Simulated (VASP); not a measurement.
Input of a VASP 6.6.1 run:

INCAR

```
SYSTEM = ZnO
ALGO = Normal
EDIFF = 1E-6
ENCUT = 600
GGA = CA
GGA_COMPAT = .False.
ISIF = 2
ISMEAR = 0
LASPH = .True.
LCHARG = .True.
LELF = .True.
LREAL = .False.
LVHAR = .True.
LWAVE = .False.
NBANDS = 26
NELM = 120
PREC = Accurate
SIGMA = 0.1
```

The input KPOINTS:

```
k-points
0
Gamma
  6 6 4
  0 0 0
```

The input POSCAR:

```
ZnO
1.0
    3.2400000000      0.0000000000      0.0000000000
   -1.6200000000      2.8059223000      0.0000000000
    0.0000000000      0.0000000000      5.2200000000
Zn O
2 2
Direct
    0.3333333000      0.6666667000      0.0000000000
    0.6666667000      0.3333333000      0.5000000000
    0.3333333000      0.6666667000      0.3770000000
    0.6666667000      0.3333333000      0.8770000000
```

Potentials or basis: VASP PAW LDA potentials, release 64 (Zn, O).

The run is started by

```bash
$ cat potpaw_LDA.64/Zn/POTCAR potpaw_LDA.64/O/POTCAR > POTCAR
$ mpirun -np 1 vasp_std > vasp.out
```

**Question.** Predict the largest force.

**Answer.** 0.079 eV/Å.

**Question.** Estimate the band gap on the k mesh.

**Answer.** 0.74 eV.

Stress tensor (GPa, compression positive):
```
-6.34  0.00  0.00
 0.00 -6.34  0.00
 0.00  0.00 -4.95
```

Caveat: the cell stands under tension.
